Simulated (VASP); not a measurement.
# InAs in VASP: further runs

InAs is run at these levels: PBE; tasks: single point.

All numbers are computed with VASP 6.6.1; they aren't measurements. Logs are shortened: lines on timing, memory, paths and dates and some standing lists are left out, and cuts for length are marked.

## Step 1: The cell of the first run

The cell holds a sheet with vacuum, 4 atoms: a = 3.985 Å, b = 3.985 Å, c = 20.000 Å, α = 90.00°, β = 90.00°, γ = 120.00°.

The cell was built from a structure type or drawn by symmetry, and may not be a known phase.

## Step 2: Single point, PBE

Contents of INCAR:

```
ALGO = Normal
DIPOL = 0.5 0.5 0.500
EDIFF = 1E-6
ENCUT = 520
GGA = PE
IDIPOL = 3
ISIF = 2
ISMEAR = 0
LASPH = True
LCHARG = False
LDIPOL = True
LREAL = False
LWAVE = False
NBANDS = 26
NELM = 100
PREC = Accurate
SIGMA = 0.1
```

Contents of KPOINTS:

```
k-points
0
Gamma
  6 6 1
```

Contents of POSCAR:

```
InAs
1.0
    3.9847318300      0.0000000000      0.0000000000
   -1.9923664100      3.4508792400      0.0000000000
    0.0000000000      0.0000000000     20.0000000000
In As
2 2
Direct
    0.0000000000      0.0000000000      0.5697176600
    0.0000000000      0.0000000000      0.4302823400
    0.3333333300      0.6666666700      0.6333045100
    0.3333333300      0.6666666700      0.3666954900
```

Potentials or basis: VASP PAW PBE potentials, release 64 (In_d, As).

Command:

```bash
> cat potpaw_PBE.64/In_d/POTCAR potpaw_PBE.64/As/POTCAR > POTCAR
> mpirun -np 1 vasp_std > vasp.out
```

OUTCAR:

```text
EDIFF = 1E-6
   ENCUT = 520
   GGA = PE
   ISIF = 2
   ISMEAR = 0
   LASPH = True
   LREAL = False
   NELM = 100
   PREC = Accurate

 ion  position               nearest neighbor table
   1  0.000  0.000  0.570-   3 2.63   3 2.63   3 2.63   2 2.79
   2  0.000  0.000  0.430-   4 2.63   4 2.63   4 2.63   1 2.79
   3  0.333  0.667  0.633-   1 2.63   1 2.63   1 2.63
   4  0.333  0.667  0.367-   2 2.63   2 2.63   2 2.63

  LATTYP: Found a hexagonal cell.
 ALAT       =     3.9847318300
 C/A-ratio  =     5.0191583407

  Lattice vectors:

 A1 = (   3.9847318300,   0.0000000000,   0.0000000000)
 A2 = (  -1.9923664100,   3.4508792400,   0.0000000000)
 A3 = (   0.0000000000,   0.0000000000,  20.0000000000)

Analysis of symmetry for initial positions (statically):
=====================================================================
 Subroutine PRICEL returns:
 Original cell was already a primitive cell.

 Routine SETGRP: Setting up the symmetry group for a
 hexagonal supercell.

 Subroutine GETGRP returns: Found 12 space group operations
 (whereof 12 operations were pure point group operations)
 out of a pool of 24 trial point group operations.

The static configuration has the point symmetry D_3h.

Analysis of symmetry for dynamics (positions and initial velocities):
=====================================================================
 Subroutine PRICEL returns:
 Original cell was already a primitive cell.

 Routine SETGRP: Setting up the symmetry group for a
 hexagonal supercell.

 Subroutine GETGRP returns: Found 12 space group operations
 (whereof 12 operations were pure point group operations)
 out of a pool of 24 trial point group operations.

The dynamic configuration has the point symmetry D_3h.

 Subroutine INISYM returns: Found 12 space group operations
 (whereof 12 operations are pure point group operations),
 and found     1 'primitive' translations

----------------------------------------------------------------------------------------

                                     Primitive cell

  volume of cell :     275.0166

  direct lattice vectors                    reciprocal lattice vectors
     3.984731830  0.000000000  0.000000000     0.250957917  0.144890647  0.000000000
    -1.992366410  3.450879240  0.000000000     0.000000000  0.289781221  0.000000000
[... 73 lines left out ...]
   EDIFFG = 0.1E-04   stopping-criterion for IOM
   NSW    =      0    number of steps for IOM
   IBRION =     -1    ionic relax: 0-MD 1-quasi-New 2-CG
   NFREE  =      0    steps in history (QN), initial steepest desc. (CG)
   ISIF   =      2    stress and relaxation
   ISYM   =      2    0-nonsym 1-usesym 2-fastsym
   POTIM  = 0.5000    time-step for ionic-motion
   TEBEG  =    0.0;   TEEND  =   0.0 temperature during run
   PSTRESS=    0.0 pullay stress
   NELECT =      36.0000    total number of electrons
   NUPDOWN=      -1.0000    fix difference up-down
   EMIN   =  10.00;   EMAX   =-10.00  energy-range for DOS
   EFERMI =   0.00;   METHOD = LEGACY
   ISMEAR =     0;   SIGMA  =   0.10  broadening in eV -4-tet -1-fermi 0-gaus
   EFERMI_NEDOS =   21; number of points for ismear=-14 and -15
   IALGO  =     38    algorithm
   IMIX   =      4    mixing-type and parameters
     AMIX     =   0.40;   BMIX     =  1.00
     AMIX_MAG =   1.60;   BMIX_MAG =  1.00
  volume/ion in A,a.u.               =      68.75       463.98
  Fermi-wavevector in a.u.,A,eV,Ry     =   0.831233  1.570802  9.400920  0.690948
  Thomas-Fermi vector in A             =   1.944085
   LORBIT       =      0    0 simple, 1 ext, 2 COOP (PROOUT), +10 PAW based schemes
   GGA     = PE    functional components
   LHFCALC =     F    Hartree Fock is set to
   AEXX    =    0.0000 exact exchange contribution
   IVDW    =     0    specifies the selected vdW correction
   LEPSILON=     F    determine dielectric tensor
   LRPA    =     F    only Hartree local field effects (RPA)
 non-spin polarized calculation
 Gauss-broadening in eV      SIGMA  =   0.10
  energy-cutoff  :      520.00
  volume of cell :      275.02
 maximum number of plane-waves:      7461
 NGX is ok and might be reduce to    30
   NGX = 15   NGY = 15   NGZ = 75

 number of electron      35.9999988 magnetization

 dipolmoment           0.000000      0.000000     -0.000000 electrons x Angstroem

 Free energy of the ion-electron system (eV)
  ---------------------------------------------------
  ext. energy  EPLUGINS =         0.00000000
  ---------------------------------------------------
  free energy    TOTEN  =       -13.40218600 eV

  energy without entropy =      -13.39555918  energy(sigma->0) =      -13.39887259

 E-fermi :  -1.7220     XC(G=0):  -4.2936

 val. band max:       -1.7958503646   @ k =   0.3333  -0.0000   0.0000
 cond. band min:      -1.4153046131   @ k =   0.3333  -0.0000   0.0000
 fundamental gap:      0.3805457515
 Fermi energy:        -1.7219932872

 k-point     1 :       0.0000    0.0000    0.0000
  band No.  band energies     occupation
      1     -15.8595      2.00000
      2     -15.6465      2.00000
      3     -15.6465      2.00000
      4     -15.5251      2.00000
      5     -15.5251      2.00000
      6     -15.5170      2.00000
[... 192 lines left out ...]
     25       6.3236      0.00000
     26       6.3350      0.00000

------------------------ aborting loop because EDIFF is reached ----------------------------------------

 vacuum level on the upper side and lower side of the slab       (xc-potential included)        -0.114        -0.114

  FORCE on cell =-STRESS in cart. coord.  units (eV):
  Direction    XX          YY          ZZ          XY          YZ          ZX
  --------------------------------------------------------------------------------------
  -------------------------------------------------------------------------------------
  Total        2.0226668      2.0226671      1.6223297     -0.0000003     -0.0000000      0.0000000
  in kB       11.7835480     11.7835497      9.4512845     -0.0000017     -0.0000000      0.0000000
  external PRESSURE =      11.0061274 kB  Pullay stress =       0.0000000 kB

 VOLUME and BASIS-vectors are now :
 -----------------------------------------------------------------------------
  energy-cutoff  :      520.00
  volume of cell :      275.02
      direct lattice vectors                 reciprocal lattice vectors
     3.984731830  0.000000000  0.000000000     0.250957917  0.144890647  0.000000000
    -1.992366410  3.450879240  0.000000000     0.000000000  0.289781221  0.000000000
     0.000000000  0.000000000 20.000000000     0.000000000  0.000000000  0.050000000

 POSITION                                       TOTAL-FORCE (eV/Angst)
 -----------------------------------------------------------------------------------
      0.00000      0.00000     11.39435         0.000000     -0.000000      0.446499
      0.00000      0.00000      8.60565        -0.000000     -0.000000     -0.446499
     -0.00000      2.30059     12.66609         0.000000      0.000000      0.075108
     -0.00000      2.30059      7.33391         0.000000      0.000000     -0.075108
 -----------------------------------------------------------------------------------
    total drift:                                0.000014      0.000001     -0.000000

  FREE ENERGIE OF THE ION-ELECTRON SYSTEM (eV)
  ---------------------------------------------------
  free  energy   TOTEN  =       -13.4021859990 eV

  energy  without entropy=      -13.3955591813  energy(sigma->0) =      -13.39887259

 vacuum level on the upper side and lower side of the slab         3.699         3.699
```

Run time: 2.7 min. Hardware: 1 thread of Intel Xeon 8259CL, shared host; peak memory 0.36 GiB.

Results:

```yaml
Free_energy: -13.4022 eV
Largest_force: 0.446 eV/Å
Band_gap_on_the_k_mesh: zero (bands 18 and 19 overlap by 1.29 eV)
```

Forces in eV/Å, atoms in the order of the input:
```
In   0.000  0.000  0.446
In   0.000  0.000 -0.446
As   0.000  0.000  0.075
As   0.000  0.000 -0.075
```

Caveat: spin-orbit coupling is left out, which moves the levels of the heavy elements.

## Step 3: Single point, PBE

This run uses another cell than the first one.

Contents of INCAR:

```
SYSTEM = InAs
  ALGO = Normal
  DIPOL = 0.5 0.5 0.290
  EDIFF = 1E-6
  ENCUT = 520
  GGA = PE
  IDIPOL = 3
  ISIF = 2
  ISMEAR = 0
  LASPH = .True.
  LCHARG = .False.
  LDIPOL = .True.
  LREAL = .False.
  LWAVE = .False.
  NBANDS = 26
  NELM = 60
  PREC = Accurate
  SIGMA = 0.1
```

Contents of KPOINTS:

```
k-points
0
Gamma
  6 6 1
  0 0 0
```

Contents of POSCAR:

```
InAs
1.0
    4.3522952541      0.0000003122      0.0000000000
   -2.1761478974      3.7691980988      0.0000000000
    0.0000000000      0.0000000000     34.4643608000
In As
2 2
Direct
    0.0000000000      0.0000000000      0.3514794082
    0.0000000000      0.0000000000      0.2288302084
    0.3333333333      0.6666666667      0.3712336142
    0.3333333333      0.6666666667      0.2090760023
```

Potentials or basis: VASP PAW PBE potentials, release 64 (In_d, As).

Command:

```bash
> cat potpaw_PBE.64/In_d/POTCAR potpaw_PBE.64/As/POTCAR > POTCAR
> mpirun -np 1 vasp_std > vasp.out
```

OUTCAR:

```text
SYSTEM = InAs
   EDIFF = 1E-6
   ENCUT = 520
   GGA = PE
   ISIF = 2
   ISMEAR = 0
   LASPH = .True.
   LREAL = .False.
   NELM = 60
   PREC = Accurate

 ion  position               nearest neighbor table
   1  0.000  0.000  0.351-   3 2.60   3 2.60   3 2.60
   2  0.000  0.000  0.229-   4 2.60   4 2.60   4 2.60
   3  0.333  0.667  0.371-   1 2.60   1 2.60   1 2.60
   4  0.333  0.667  0.209-   2 2.60   2 2.60   2 2.60

  LATTYP: Found a hexagonal cell.
 ALAT       =     4.3522952541
 C/A-ratio  =     7.9186633231

  Lattice vectors:

 A1 = (   4.3522952541,   0.0000003122,   0.0000000000)
 A2 = (  -2.1761478974,   3.7691980988,   0.0000000000)
 A3 = (   0.0000000000,   0.0000000000,  34.4643608000)

Analysis of symmetry for initial positions (statically):
=====================================================================
 Subroutine PRICEL returns:
 Original cell was already a primitive cell.

 Routine SETGRP: Setting up the symmetry group for a
 hexagonal supercell.

 Subroutine GETGRP returns: Found 12 space group operations
 (whereof  6 operations were pure point group operations)
 out of a pool of 24 trial point group operations.

The static configuration has the point symmetry C_3v.
 The point group associated with its full space group is D_3h.

Analysis of symmetry for dynamics (positions and initial velocities):
=====================================================================
 Subroutine PRICEL returns:
 Original cell was already a primitive cell.

 Routine SETGRP: Setting up the symmetry group for a
 hexagonal supercell.

 Subroutine GETGRP returns: Found 12 space group operations
 (whereof  6 operations were pure point group operations)
 out of a pool of 24 trial point group operations.

The dynamic configuration has the point symmetry C_3v.
 The point group associated with its full space group is D_3h.

 Subroutine INISYM returns: Found 12 space group operations
 (whereof  6 operations are pure point group operations),
[... 106 lines left out ...]
   LORBIT       =      0    0 simple, 1 ext, 2 COOP (PROOUT), +10 PAW based schemes
   GGA     = PE    functional components
   LHFCALC =     F    Hartree Fock is set to
   AEXX    =    0.0000 exact exchange contribution
   IVDW    =     0    specifies the selected vdW correction
   LEPSILON=     F    determine dielectric tensor
   LRPA    =     F    only Hartree local field effects (RPA)
 non-spin polarized calculation
 Gauss-broadening in eV      SIGMA  =   0.10
  energy-cutoff  :      520.00
  volume of cell :      565.38
 maximum number of plane-waves:     15274
   NGX = 17   NGY = 17   NGZ =129

 dipolmoment           0.000000      0.000000     -0.000013 electrons x Angstroem

 number of electron      36.0000021 magnetization

 dipolmoment           0.000000      0.000000      0.000010 electrons x Angstroem

 Free energy of the ion-electron system (eV)
  ---------------------------------------------------
  ext. energy  EPLUGINS =         0.00000000
  ---------------------------------------------------
  free energy    TOTEN  =       -13.81785890 eV

  energy without entropy =      -13.81785888  energy(sigma->0) =      -13.81785889

 E-fermi :  -3.1389     XC(G=0):  -2.3311

 val. band max:       -3.4993954845   @ k =   0.3333   0.3333   0.0000
 cond. band min:      -2.7878413685   @ k =   0.0000   0.0000   0.0000
 fundamental gap:      0.7115541160
 Fermi energy:        -3.1388742285

 k-point     1 :       0.0000    0.0000    0.0000
  band No.  band energies     occupation
      1     -17.6541      2.00000
      2     -17.6401      2.00000
      3     -17.5372      2.00000
      4     -17.5372      2.00000
      5     -17.5342      2.00000
      6     -17.5342      2.00000
[... 192 lines left out ...]
     25       2.3279      0.00000
     26       3.3924      0.00000

------------------------ aborting loop because EDIFF is reached ----------------------------------------

 vacuum level on the upper side and lower side of the slab       (xc-potential included)        -0.006        -0.006

  FORCE on cell =-STRESS in cart. coord.  units (eV):
  Direction    XX          YY          ZZ          XY          YZ          ZX
  --------------------------------------------------------------------------------------
  -------------------------------------------------------------------------------------
  Total        0.1044732      0.1044732      0.0123076      0.0000000      0.0000000      0.0000000
  in kB        0.2960587      0.2960587      0.0348775      0.0000000      0.0000000      0.0000000
  external PRESSURE =       0.2089983 kB  Pullay stress =       0.0000000 kB

 VOLUME and BASIS-vectors are now :
 -----------------------------------------------------------------------------
  energy-cutoff  :      520.00
  volume of cell :      565.38
      direct lattice vectors                 reciprocal lattice vectors
     4.352295254  0.000000312  0.000000000     0.229763814  0.132654222  0.000000000
    -2.176147897  3.769198099  0.000000000    -0.000000019  0.265308411  0.000000000
     0.000000000  0.000000000 34.464360800     0.000000000  0.000000000  0.029015481

 POSITION                                       TOTAL-FORCE (eV/Angst)
 -----------------------------------------------------------------------------------
      0.00000      0.00000     12.11351        -0.000000     -0.000000     -0.000530
      0.00000      0.00000      7.88649         0.000000     -0.000000      0.000530
     -0.00000      2.51280     12.79433         0.000000      0.000000      0.007209
     -0.00000      2.51280      7.20567        -0.000000      0.000000     -0.007209
 -----------------------------------------------------------------------------------
    total drift:                               -0.000001      0.000000      0.000211

  FREE ENERGIE OF THE ION-ELECTRON SYSTEM (eV)
  ---------------------------------------------------
  free  energy   TOTEN  =       -13.8178588981 eV

  energy  without entropy=      -13.8178588839  energy(sigma->0) =      -13.81785889

 vacuum level on the upper side and lower side of the slab         1.889         1.889
```

It took 5.1 min on 1 thread of Intel Xeon 8259CL, shared host; peak memory 0.57 GiB.

What came out:

```yaml
Free_energy: -13.8179 eV
Largest_force: 0.007 eV/Å
Band_gap_on_the_k_mesh: 0.71 eV (least direct gap 0.78 eV)
```

Forces in eV/Å, atoms in the order of the input:
```
In   0.000  0.000 -0.001
In   0.000  0.000  0.001
As   0.000  0.000  0.007
As   0.000  0.000 -0.007
```

Caveat: spin-orbit coupling is left out, which moves the levels of the heavy elements.

## Step 4: Single point, PBE

This run uses another cell than the first one.

Contents of INCAR:

```
SYSTEM = InAs
PREC     = Accurate       ! precision mode
ENCUT    = 520            ! plane-wave cutoff, eV
EDIFF    = 1E-6           ! SCF threshold, eV
ISMEAR   = 0              ! smearing method
SIGMA    = 0.02           ! smearing width, eV
LREAL    = .False.        ! projectors in reciprocal space
LASPH    = .True.         ! aspherical terms in the spheres
NELM     = 100            ! most SCF steps
ALGO     = Normal         ! electronic algorithm
ISIF     = 2              ! what is computed and relaxed
LWAVE    = .False.        ! write WAVECAR
LCHARG   = .True.         ! write CHGCAR
LDIPOL   = .True.       
IDIPOL   = 3            
DIPOL    = 0.5 0.5 0.290
GGA      = PE             ! functional
LELF     = .True.         ! ELF
LVHAR    = .True.       
LVACPOTAV= .True.       
NBANDS   = 26             ! bands
```

Contents of KPOINTS:

```
Automatic mesh
0
Gamma
  6 6 1
  0 0 0
```

Contents of POSCAR:

```
InAs
1.0
    4.3560209412      0.0000003125      0.0000000000
   -2.1780107412      3.7724246382      0.0000000000
    0.0000000000      0.0000000000     34.4643608000
In As
2 2
Direct
    0.0000000000      0.0000000000      0.3541256705
    0.0000000000      0.0000000000      0.2261839461
    0.3333333333      0.6666666667      0.3737369906
    0.3333333333      0.6666666667      0.2065726259
```

Command:

```bash
> cat potpaw_PBE.64/In_d/POTCAR potpaw_PBE.64/As/POTCAR > POTCAR
> mpirun -np 1 vasp_std > vasp.out
```

Run time: 5.3 min. Hardware: 1 thread of Intel Xeon 8259CL, shared host; peak memory 0.58 GiB.

It converged, with:

```
Free energy            : -13.8185 eV
Band gap on the k mesh : 0.72 eV (least direct gap 0.78 eV)
```

Levels at points of the mesh, in eV from the valence-band top:
| k point | band 16 | band 17 | band 18 | band 19 | band 20 | band 21 |
| --- | --- | --- | --- | --- | --- | --- |
| (0.00, 0.00, 0.00) | -0.08 | -0.06 | -0.06 | 0.72 | 0.77 | 2.84 |
| (0.50, 0.00, 0.00) | -1.26 | -0.71 | -0.35 | 1.18 | 1.97 | 2.46 |

Caveat: spin-orbit coupling is left out, which moves the levels of the heavy elements.

(Continued in part 2 of 2.)
